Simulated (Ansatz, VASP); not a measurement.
One calculation of SnO, two programs

```
CELL_PARAMETERS angstrom
3.70930 0.00000 0.00000
0.00000 3.70930 0.00000
0.00000 0.00000 4.53980
ATOMIC_POSITIONS crystal
Sn 0.00000 0.50000 0.24560
Sn 0.50000 0.00000 0.75440
O 0.00000 0.00000 0.00000
O 0.50000 0.50000 0.00000
```

Alike in both runs: task single point; functional LDA; k mesh 10 × 10 × 8; occupations gaussian, width 0.15 eV; no spin polarisation.

|  | VASP | Ansatz |
| --- | --- | --- |
| version | VASP 6.6.1 | Ansatz 0.2.0 |
| potentials or method | VASP PAW LDA potentials, release 64 (Sn_d, O), cutoff 520 eV | scalar-relativistic, plane waves, PAW |
| valence electrons in the cell | 40 | 40 |

Ansatz gave:

* gap on the k mesh at the Fermi level (eV): none
* pressure (GPa): 6.4
* traceless stress, the component that is largest in VASP (GPa): -0.37
* rms of the force components (eV/Å): 0.363

Question: Which values does VASP return?

Answer: gap on the k mesh at the Fermi level (eV): none; pressure (GPa): 7.1; traceless stress, the component that is largest in VASP (GPa): -0.40; rms of the force components (eV/Å): 0.428.

Ansatz warns that its potentials were made for another functional, while VASP's fit it. LDA's correlation is that of Perdew and Zunger in VASP and of Perdew and Wang (1992) in Ansatz. Atom by atom the forces differ by 0.066 eV/Å (rms over components). A gap of «none» marks a metal or a gap that the smearing closes.
